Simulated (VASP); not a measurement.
# F (C2/m) in VASP: a series of runs, part 2 of 2

VASP 6.6.1.

## Step 3: Single point, PBE (strained)

INCAR

```
PREC     = Accurate       # precision mode
ENCUT    = 520            # plane-wave cutoff, eV
EDIFF    = 1E-7           # SCF threshold, eV
ISMEAR   = 0              # smearing method
SIGMA    = 0.02           # smearing width, eV
LREAL    = F              # projectors in reciprocal space
LASPH    = T              # aspherical terms in the spheres
NELM     = 60             # most SCF steps
ALGO     = Normal         # electronic algorithm
ISIF     = 2              # what is computed and relaxed
LWAVE    = F              # write WAVECAR
LCHARG   = T              # write CHGCAR
GGA      = PE             # functional
LELF     = T              # ELF
LVHAR    = T            
NBANDS   = 22             # bands
```

KPOINTS

```
regular mesh
0
Gamma
  10 10 4
```

POSCAR

```
F
1.0
    2.8169350000     -1.6379664000      0.1100000000
    2.8169350000      1.6379664000      0.1100000000
   -1.2885956834      0.0000000000      6.7524899402
F
4
Direct
    0.0259241860      0.0259241860      0.1155822801
    0.9740758140      0.9740758140      0.8844177199
    0.5123503534      0.5123503534      0.5913127730
    0.4876496466      0.4876496466      0.4086872270
```

Potentials or basis: VASP PAW PBE potentials, release 64 (F).

Launch:

```sh
> cat potpaw_PBE.64/F/POTCAR > POTCAR
> mpirun -np 1 vasp_std > vasp.out
```

OUTCAR:

```text
PREC = Accurate
   ENCUT = 520
   EDIFF = 1E-7
   ISMEAR = 0
   LREAL = F
   LASPH = T
   NELM = 60
   ISIF = 2
   GGA = PE

 ion  position               nearest neighbor table
   1  0.026  0.026  0.116-   2 1.57
   2  0.974  0.974  0.884-   1 1.57
   3  0.512  0.512  0.591-   4 1.24
   4  0.488  0.488  0.409-   3 1.24

  LATTYP: Found a base centered monoclinic cell.
 ALAT       =     5.6381638125
 B/A-ratio  =     0.5810283115
 C/A-ratio  =     1.2192521852
 COS(beta)  =    -0.1489791065

  Lattice vectors:

 A1 = (   2.8169350000,  -1.6379664000,   0.1100000000)
 A2 = (   2.8169350000,   1.6379664000,   0.1100000000)
 A3 = (  -1.2885956834,   0.0000000000,   6.7524899402)

Analysis of symmetry for initial positions (statically):
=====================================================================
 Subroutine PRICEL returns:
 Original cell was already a primitive cell.

 Routine SETGRP: Setting up the symmetry group for a
[... 168 lines left out ...]
  free energy    TOTEN  =        -6.16082341 eV

  energy without entropy =       -6.16082341  energy(sigma->0) =       -6.16082341

 E-fermi :  -4.4738     XC(G=0):  -7.6772

 val. band max:       -4.6766071168   @ k =   0.0000   0.0000   0.0000
 cond. band min:      -3.4928983734   @ k =   0.0000   0.0000   0.0000
 fundamental gap:      1.1837087434
 Fermi energy:        -4.4738348395

 k-point     1 :       0.0000    0.0000    0.0000
  band No.  band energies     occupation
      1     -33.5247      2.00000
      2     -27.8898      2.00000
      3     -24.0966      2.00000
      4     -22.7717      2.00000
      5     -12.6093      2.00000
      6     -10.1442      2.00000
[... 589 lines left out ...]
     21      12.0330      0.00000
     22      14.6862      0.00000

 [... further k-points ...]

------------------------ aborting loop because EDIFF is reached ----------------------------------------

  FORCE on cell =-STRESS in cart. coord.  units (eV):
  Direction    XX          YY          ZZ          XY          YZ          ZX
  --------------------------------------------------------------------------------------
  -------------------------------------------------------------------------------------
  Total        0.1597395      0.1504327      9.8534296      0.0000000      0.0000000     -1.1252417
  in kB        4.0768326      3.8393050    251.4767931      0.0000000      0.0000000    -28.7181396
  external PRESSURE =      86.4643102 kB  Pullay stress =       0.0000000 kB

 VOLUME and BASIS-vectors are now :
 -----------------------------------------------------------------------------
  energy-cutoff  :      520.00
  volume of cell :       62.78
      direct lattice vectors                 reciprocal lattice vectors
     2.816935000 -1.637966400  0.110000000     0.176184966 -0.305256567  0.033621847
     2.816935000  1.637966400  0.110000000     0.176184966  0.305256567  0.033621847
    -1.288595683  0.000000000  6.752489940    -0.005740207  0.000000000  0.146998100

 POSITION                                       TOTAL-FORCE (eV/Angst)
 -----------------------------------------------------------------------------------
     -0.00289      0.00000      0.78617         0.000631      0.000000     -2.862411
      4.34816      0.00000      6.18632        -0.000631      0.000000      2.862411
      2.12455      0.00000      4.10555        -0.870439      0.000000     11.338453
      2.22072      0.00000      2.86694         0.870439      0.000000    -11.338453
 -----------------------------------------------------------------------------------
    total drift:                                0.000000      0.000000     -0.000000

  FREE ENERGIE OF THE ION-ELECTRON SYSTEM (eV)
  ---------------------------------------------------
  free  energy   TOTEN  =        -6.1608234093 eV

  energy  without entropy=       -6.1608234093  energy(sigma->0) =       -6.16082341
```

stdout:

```text
POSCAR found type information on POSCAR F
 POSCAR found :  1 types and       4 ions
 scaLAPACK will be used
 LDA part: xc-table for (Slater+PW92), standard interpolation
 POSCAR, INCAR and KPOINTS ok, starting setup
 FFT: planning ... GRIDC
 FFT: planning ... GRID_SOFT
 FFT: planning ... GRID
 WAVECAR not read
 entering main loop
```

Run time: 99 s. Hardware: 1 thread of Intel Xeon Platinum 8488C (Sapphire Rapids), shared host; peak memory 0.24 GiB.

Results:

* Free energy: -6.1608 eV
* Pressure: 8.6 GPa
* Largest force: 11.372 eV/Å
* Band gap on the k mesh: 1.18 eV, direct

Forces in eV/Å, atoms in the order of the input:
```
F     0.001   0.000  -2.862
F    -0.001   0.000   2.862
F    -0.870   0.000  11.338
F     0.870   0.000 -11.338
```

Stress tensor (GPa, compression positive):
```
 0.41  0.00 -2.87
 0.00  0.38  0.00
-2.87  0.00 25.15
```

Caveat: the cell differs from its parent crystal (strained); the standard files for N, O and F lose accuracy on very short bonds; forces of over 1 eV/Å act on the atoms, so gaps and moduli don't describe the material at rest. A k mesh can miss the band edges.

## Step 4: Single point, PBE (strained)

INCAR

```
ALGO = Normal
EDIFF = 1E-7
ENCUT = 520
GGA = PE
ISIF = 2
ISMEAR = 0
LASPH = T
LCHARG = F
LREAL = F
LWAVE = F
NBANDS = 22
NELM = 100
PREC = Accurate
SIGMA = 0.02
```

KPOINTS

```
k-points
0
Gamma
  10 10 4
```

POSCAR

```
F
1.0
    2.7839075000     -1.7108808000     -0.1514975000
    2.7839075000      1.7108808000     -0.1514975000
   -1.9471909051      0.0000000000      6.7615599463
F
4
Direct
    0.0572333771      0.0572333771      0.1150949702
    0.9427666229      0.9427666229      0.8849050298
    0.5617868118      0.5617868118      0.6281786586
    0.4382131882      0.4382131882      0.3718213414
```

Potentials or basis: VASP PAW PBE potentials, release 64 (F).

Launch:

```sh
> cat potpaw_PBE.64/F/POTCAR > POTCAR
> mpirun -np 1 vasp_std > vasp.out
```

OUTCAR:

```text
EDIFF = 1E-7
   ENCUT = 520
   GGA = PE
   ISIF = 2
   ISMEAR = 0
   LASPH = T
   LREAL = F
   NELM = 100
   PREC = Accurate

 ion  position               nearest neighbor table
   1  0.057  0.057  0.115-   2 1.53
   2  0.943  0.943  0.885-   1 1.53
   3  0.562  0.562  0.628-   4 1.71
   4  0.438  0.438  0.372-   3 1.71

  LATTYP: Found a base centered monoclinic cell.
 ALAT       =     5.5760532498
 B/A-ratio  =     0.6136529633
 C/A-ratio  =     1.2618874660
 COS(beta)  =    -0.3285406906

  Lattice vectors:

 A1 = (   2.7839075000,  -1.7108808000,  -0.1514975000)
 A2 = (   2.7839075000,   1.7108808000,  -0.1514975000)
 A3 = (  -1.9471909051,   0.0000000000,   6.7615599463)

Analysis of symmetry for initial positions (statically):
=====================================================================
 Subroutine PRICEL returns:
 Original cell was already a primitive cell.

[... 169 lines left out ...]
  free energy    TOTEN  =        -6.45972472 eV

  energy without entropy =       -6.45972472  energy(sigma->0) =       -6.45972472

 E-fermi :  -5.3408     XC(G=0):  -7.7359

 val. band max:       -5.5244650929   @ k =   0.0000   0.0000   0.0000
 cond. band min:      -5.0083264121   @ k =   0.0000   0.0000   0.0000
 fundamental gap:      0.5161386808
 Fermi energy:        -5.3408387901

 k-point     1 :       0.0000    0.0000    0.0000
  band No.  band energies     occupation
      1     -29.1156      2.00000
      2     -27.2875      2.00000
      3     -25.1411      2.00000
      4     -24.3866      2.00000
      5     -11.4512      2.00000
      6      -9.6128      2.00000
[... 589 lines left out ...]
     21      12.0424      0.00000
     22      13.5752      0.00000

 [... further k-points ...]

------------------------ aborting loop because EDIFF is reached ----------------------------------------

  FORCE on cell =-STRESS in cart. coord.  units (eV):
  Direction    XX          YY          ZZ          XY          YZ          ZX
  --------------------------------------------------------------------------------------
  -------------------------------------------------------------------------------------
  Total       -0.2800117      0.0650925     -8.7783151      0.0000000      0.0000000     -1.3321652
  in kB       -7.0761206      1.6449399   -221.8350997      0.0000000      0.0000000    -33.6648878
  external PRESSURE =     -75.7554268 kB  Pullay stress =       0.0000000 kB

 VOLUME and BASIS-vectors are now :
 -----------------------------------------------------------------------------
  energy-cutoff  :      520.00
  volume of cell :       63.40
      direct lattice vectors                 reciprocal lattice vectors
     2.783907500 -1.710880800 -0.151497500     0.182463151 -0.292247128  0.052545654
     2.783907500  1.710880800 -0.151497500     0.182463151  0.292247128  0.052545654
    -1.947190905  0.000000000  6.761559946     0.008176430  0.000000000  0.150249510

 POSITION                                       TOTAL-FORCE (eV/Angst)
 -----------------------------------------------------------------------------------
      0.09455      0.00000      0.76088        -0.186195      0.000000     -1.999637
      3.52607      0.00000      5.69768         0.186195      0.000000      1.999637
      1.90474      0.00000      4.07725        -0.273446      0.000000     -3.343446
      1.71588      0.00000      2.38132         0.273446      0.000000      3.343446
 -----------------------------------------------------------------------------------
    total drift:                               -0.000000     -0.000000      0.000000

  FREE ENERGIE OF THE ION-ELECTRON SYSTEM (eV)
  ---------------------------------------------------
  free  energy   TOTEN  =        -6.4597247196 eV

  energy  without entropy=       -6.4597247196  energy(sigma->0) =       -6.45972472
```

It took 94 s on 1 thread of Intel Xeon Platinum 8488C (Sapphire Rapids), shared host; peak memory 0.24 GiB.

Results:

| Property | Result |
| --- | --- |
| Free energy | -6.4597 eV |
| Pressure | -7.6 GPa |
| Largest force | 3.355 eV/Å |
| Band gap on the k mesh | 0.52 eV |

Forces in eV/Å, atoms in the order of the input:
```
F   -0.186  0.000 -2.000
F    0.186  0.000  2.000
F   -0.273  0.000 -3.343
F    0.273  0.000  3.343
```

Caveat: the cell differs from its parent crystal (strained); forces of over 1 eV/Å act on the atoms, so gaps and moduli don't describe the material at rest. A k mesh can miss the band edges.

## Step 5: The runs side by side

| level | potentials or basis | cell | gap on the mesh (eV) | pressure (GPa) | largest force (eV/Å) |
| --- | --- | --- | --- | --- | --- |
| LDA | VASP PAW LDA potentials, release 64 (F) | a = 3.146, b = 3.146, c = 7.355 Å, angles 104.1, 104.1, 58.4°, 4 atoms | 0.16 | -11.7 | 3.93 |
| PBE | VASP PAW PBE potentials, release 64 (F) | a = 3.260, b = 3.260, c = 6.874 Å, angles 97.4, 97.4, 60.3°, 4 atoms | 1.18 | 8.6 | 11.37 |
| PBE | VASP PAW PBE potentials, release 64 (F) | a = 3.271, b = 3.271, c = 7.036 Å, angles 106.3, 106.3, 63.1°, 4 atoms | 0.52 | -7.6 | 3.35 |

Alike in all rows: task single point; no spin polarisation; k mesh 10 × 10 × 4; cutoff (eV) 520; smearing gaussian 0.02 eV.

Caveats: forces of over 1 eV/Å act on the atoms, so gaps and moduli don't describe the material at rest; the standard files for N, O and F lose accuracy on very short bonds (some runs).

Absolute energies hang on the potentials; compare differences alone.
